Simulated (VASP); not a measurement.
# Ag (Fm-3m) in VASP: notebook

Runs on Ag. Level: PBE. Tasks: single point, relaxation of cell and atoms.

Program: VASP 6.6.1. These are calculated values, not measurements. Logs are shortened: lines on timing, memory, paths and dates and some standing lists are left out, and cuts for length are marked.

## (1) The cell of the first run

Symmetry: Fm-3m, No. 225, cubic system. The conventional cell has a = 4.147 Å, b = 4.147 Å, c = 4.147 Å, α = 90.00°, β = 90.00°, γ = 90.00°. Within 3.9 Å of Ag (site symmetry m-3m) lie 12 Ag at 2.93 Å.

## (2) Single point, PBE

File INCAR:

```
SYSTEM = Ag
PREC = Accurate ; ENCUT = 520
EDIFF = 1E-6 ; ISMEAR = 0
SIGMA = 0.1 ; LREAL = .False.
LASPH = .True. ; NELM = 100
ALGO = Normal ; ISIF = 2
LWAVE = .False. ; LCHARG = .False.
GGA = PE ; NBANDS = 12
```

File KPOINTS:

```
Automatic mesh
0
Gamma
  18 18 18
  0 0 0
```

File POSCAR:

```
Ag
1.0
    0.0000000000      2.0735957459      2.0735957459
    2.0735957459      0.0000000000      2.0735957459
    2.0735957459      2.0735957459      0.0000000000
Ag
1
Direct
    0.0000000000      0.0000000000      0.0000000000
```

Potentials or basis: VASP PAW PBE potentials, release 64 (Ag).

Run with:

```bash
$ cat potpaw_PBE.64/Ag/POTCAR > POTCAR
$ mpirun -np 1 vasp_std > vasp.out
```

OUTCAR:

```text
SYSTEM = Ag
   PREC = Accurate
   ENCUT = 520
   EDIFF = 1E-6
   ISMEAR = 0
   LREAL = .False.
   LASPH = .True.
   NELM = 100
   ISIF = 2
   GGA = PE

 ion  position               nearest neighbor table
   1  0.000  0.000  0.000-

  LATTYP: Found a face centered cubic cell.
 ALAT       =     4.1471914918

  Lattice vectors:

 A1 = (   0.0000000000,   2.0735957459,   2.0735957459)
 A2 = (   2.0735957459,   0.0000000000,   2.0735957459)
 A3 = (   2.0735957459,   2.0735957459,   0.0000000000)

Analysis of symmetry for initial positions (statically):
=====================================================================
 Subroutine PRICEL returns:
 Original cell was already a primitive cell.

 Routine SETGRP: Setting up the symmetry group for a
 face centered cubic supercell.

 Subroutine GETGRP returns: Found 48 space group operations
 (whereof 48 operations were pure point group operations)
 out of a pool of 48 trial point group operations.

The static configuration has the point symmetry O_h .

Analysis of symmetry for dynamics (positions and initial velocities):
=====================================================================
 Subroutine PRICEL returns:
 Original cell was already a primitive cell.

 Routine SETGRP: Setting up the symmetry group for a
 face centered cubic supercell.

 Subroutine GETGRP returns: Found 48 space group operations
 (whereof 48 operations were pure point group operations)
 out of a pool of 48 trial point group operations.

The dynamic configuration has the point symmetry O_h .

 Subroutine INISYM returns: Found 48 space group operations
 (whereof 48 operations are pure point group operations),
 and found     1 'primitive' translations

----------------------------------------------------------------------------------------

                                     Primitive cell

  volume of cell :      17.8321

  direct lattice vectors                    reciprocal lattice vectors
     0.000000000  2.073595746  2.073595746    -0.241127038  0.241127038  0.241127038
     2.073595746  0.000000000  2.073595746     0.241127038 -0.241127038  0.241127038
     2.073595746  2.073595746  0.000000000     0.241127038  0.241127038 -0.241127038

  length of vectors
     2.932507227  2.932507227  2.932507227     0.417644281  0.417644281  0.417644281

  position of ions in fractional coordinates (direct lattice)
     0.000000000  0.000000000  0.000000000

  ion indices of the primitive-cell ions
   primitive index   ion index
                 1           1

----------------------------------------------------------------------------------------

 KPOINTS: Automatic mesh

Automatic generation of k-mesh.
 Grid dimensions read from file:
 generate k-points for:   18   18   18

 Generating k-lattice:

  Cartesian coordinates                     Fractional coordinates (reciprocal lattice)
    -0.013395947  0.013395947  0.013395947     0.055555556  0.000000000  0.000000000
     0.013395947 -0.013395947  0.013395947     0.000000000  0.055555556  0.000000000
     0.013395947  0.013395947 -0.013395947     0.000000000  0.000000000  0.055555556

  Length of vectors
     0.023202460  0.023202460  0.023202460

  Shift w.r.t. Gamma in fractional coordinates (k-lattice)
     0.000000000  0.000000000  0.000000000

 Subroutine IBZKPT returns following result:
 ===========================================

 Found    195 irreducible k-points:

 Following reciprocal coordinates:
            Coordinates               Weight
  0.000000  0.000000  0.000000      1.000000
  0.055556  0.000000  0.000000      8.000000
  0.111111  0.000000  0.000000      8.000000
  0.166667  0.000000  0.000000      8.000000
  0.222222  0.000000  0.000000      8.000000
  0.277778  0.000000  0.000000      8.000000
[... 16 lines left out ...]
 -0.277778  0.055556  0.000000     24.000000
 -0.222222  0.055556  0.000000     24.000000
 [... further k-points ...]
   k-points           NKPTS =    195   k-points in BZ     NKDIM =    195   number of bands    NBANDS=     12
   number of dos      NEDOS =    301   number of ions     NIONS =      1
   total plane-waves  NPLWV =  13824
   dimension x,y,z NGX =    24 NGY =   24 NGZ =   24
   dimension x,y,z NGXF=    48 NGYF=   48 NGZF=   48
   ions per type =               1
   NGX,Y,Z   is equivalent  to a cutoff of  13.61, 13.61, 13.61 a.u.
   NGXF,Y,Z  is equivalent  to a cutoff of  27.21, 27.21, 27.21 a.u.
 SYSTEM =  Ag
   PREC   = accura    normal or accurate (medium, high low for compatibility)
   ISTART =      0    job   : 0-new  1-cont  2-samecut
   ICHARG =      2    charge: 1-file 2-atom 10-const
   ISPIN  =      1    spin polarized calculation?
   LNONCOLLINEAR =      F non collinear calculations
   LSORBIT =      F    spin-orbit coupling
   LASPH  =      T    aspherical Exc in radial PAW
   ENCUT  =  520.0 eV  38.22 Ry    6.18 a.u.   5.45  5.45  5.45*2*pi/ulx,y,z
   NELM   =    100;   NELMIN=  2; NELMDL= -5     # of ELM steps
   EDIFF  = 0.1E-05   stopping-criterion for ELM
   LREAL  =      F    real-space projection
   EDIFFG = 0.1E-04   stopping-criterion for IOM
   NSW    =      0    number of steps for IOM
   IBRION =     -1    ionic relax: 0-MD 1-quasi-New 2-CG
   NFREE  =      0    steps in history (QN), initial steepest desc. (CG)
   ISIF   =      2    stress and relaxation
   ISYM   =      2    0-nonsym 1-usesym 2-fastsym
   POTIM  = 0.5000    time-step for ionic-motion
   TEBEG  =    0.0;   TEEND  =   0.0 temperature during run
   PSTRESS=    0.0 pullay stress
   NELECT =      11.0000    total number of electrons
   NUPDOWN=      -1.0000    fix difference up-down
   EMIN   =  10.00;   EMAX   =-10.00  energy-range for DOS
   EFERMI =   0.00;   METHOD = LEGACY
   ISMEAR =     0;   SIGMA  =   0.10  broadening in eV -4-tet -1-fermi 0-gaus
   EFERMI_NEDOS =   21; number of points for ismear=-14 and -15
   IALGO  =     38    algorithm
   IMIX   =      4    mixing-type and parameters
     AMIX     =   0.40;   BMIX     =  1.00
     AMIX_MAG =   1.60;   BMIX_MAG =  1.00
  volume/ion in A,a.u.               =      17.83       120.34
  Fermi-wavevector in a.u.,A,eV,Ry     =   1.393601  2.633523 26.424180  1.942122
  Thomas-Fermi vector in A             =   2.517231
   LORBIT       =      0    0 simple, 1 ext, 2 COOP (PROOUT), +10 PAW based schemes
   GGA     = PE    functional components
   LHFCALC =     F    Hartree Fock is set to
   AEXX    =    0.0000 exact exchange contribution
   IVDW    =     0    specifies the selected vdW correction
   LEPSILON=     F    determine dielectric tensor
   LRPA    =     F    only Hartree local field effects (RPA)
 non-spin polarized calculation
 Gauss-broadening in eV      SIGMA  =   0.10
  energy-cutoff  :      520.00
  volume of cell :       17.83
 maximum number of plane-waves:       531
 NGX is ok and might be reduce to    24
   NGX = 11   NGY = 11   NGZ = 11

 number of electron      11.0000000 magnetization

 Free energy of the ion-electron system (eV)
  ---------------------------------------------------
  ext. energy  EPLUGINS =         0.00000000
  ---------------------------------------------------
  free energy    TOTEN  =        -2.72080505 eV

  energy without entropy =       -2.71971966  energy(sigma->0) =       -2.72026235

 E-fermi :   7.7912     XC(G=0): -11.9442

 val. band max:        7.7607102248   @ k =   0.5000   0.1667   0.0556
 cond. band min:       7.9007464805   @ k =   0.5000   0.3333   0.1111
 fundamental gap:      0.1400362557
 Fermi energy:         7.7912192505

 k-point     1 :       0.0000    0.0000    0.0000
  band No.  band energies     occupation
      1       0.3783      2.00000
      2       3.1731      2.00000
      3       3.1731      2.00000
      4       3.1731      2.00000
      5       4.1276      2.00000
      6       4.1276      2.00000
      7      23.7429      0.00000
      8      27.0559      0.00000
      9      27.0559      0.00000
     10      27.0559      0.00000
     11      31.7565      0.00000
     12      32.6191      0.00000

 k-point     2 :       0.0556    0.0000    0.0000
  band No.  band energies     occupation
      1       0.4716      2.00000
      2       3.1527      2.00000
      3       3.1982      2.00000
      4       3.1982      2.00000
      5       4.1182      2.00000
      6       4.1182      2.00000
      7      23.7479      0.00000
      8      26.2147      0.00000
      9      27.0811      0.00000
     10      27.0811      0.00000
     11      31.7673      0.00000
     12      32.5324      0.00000

 k-point     3 :       0.1111    0.0000    0.0000
  band No.  band energies     occupation
      1       0.7415      2.00000
      2       3.1055      2.00000
      3       3.2635      2.00000
      4       3.2635      2.00000
      5       4.0997      2.00000
      6       4.0997      2.00000
      7      23.3892      0.00000
      8      24.8996      0.00000
      9      27.1352      0.00000
     10      27.1352      0.00000
     11      30.9470      0.00000
     12      32.2073      0.00000
[... 286 lines left out ...]
 k-point    23 :      -0.2778    0.0556    0.0000
  band No.  band energies     occupation
      1       1.8764      2.00000
      2       3.2969      2.00000
      3       3.3534      2.00000
      4       3.7991      2.00000
      5       4.2635      2.00000
      6       4.7497      2.00000
      7      16.9329      0.00000
      8      23.5121      0.00000
      9      25.4688      0.00000
     10      27.7193      0.00000
     11      29.6396      0.00000
     12      29.7948      0.00000

 k-point    24 :      -0.2222    0.0556    0.0000
  band No.  band energies     occupation
      1       1.7386      2.00000
      2       3.1982      2.00000
      3       3.4005      2.00000
      4       3.4275      2.00000
      5       4.0868      2.00000
      6       4.4295      2.00000
      7      19.0450      0.00000
      8      23.8000      0.00000
      9      26.0129      0.00000
     10      28.4119      0.00000
     11      29.1640      0.00000
     12      30.0694      0.00000

 [... further k-points ...]
[... 5 lines left out ...]
  --------------------------------------------------------------------------------------
  -------------------------------------------------------------------------------------
  Total       -0.0123930     -0.0123930     -0.0123930      0.0000000      0.0000000     -0.0000000
  in kB       -1.1134833     -1.1134833     -1.1134833      0.0000000      0.0000000     -0.0000000
  external PRESSURE =      -1.1134833 kB  Pullay stress =       0.0000000 kB

 VOLUME and BASIS-vectors are now :
 -----------------------------------------------------------------------------
  energy-cutoff  :      520.00
  volume of cell :       17.83
      direct lattice vectors                 reciprocal lattice vectors
     0.000000000  2.073595746  2.073595746    -0.241127038  0.241127038  0.241127038
     2.073595746  0.000000000  2.073595746     0.241127038 -0.241127038  0.241127038
     2.073595746  2.073595746  0.000000000     0.241127038  0.241127038 -0.241127038

 POSITION                                       TOTAL-FORCE (eV/Angst)
 -----------------------------------------------------------------------------------
      0.00000      0.00000      0.00000        -0.000000      0.000000      0.000000
 -----------------------------------------------------------------------------------
    total drift:                                0.000000     -0.000000     -0.000000

  FREE ENERGIE OF THE ION-ELECTRON SYSTEM (eV)
  ---------------------------------------------------
  free  energy   TOTEN  =        -2.7208050491 eV

  energy  without entropy=       -2.7197196583  energy(sigma->0) =       -2.72026235
```

It took 19 s on 1 thread of AMD EPYC 9R45 (Zen 5), shared host; peak memory 0.14 GiB.

What came out:

```
Free energy : -2.7208 eV
Pressure    : -0.1 GPa
```

(Continued in part 2 of 2.)
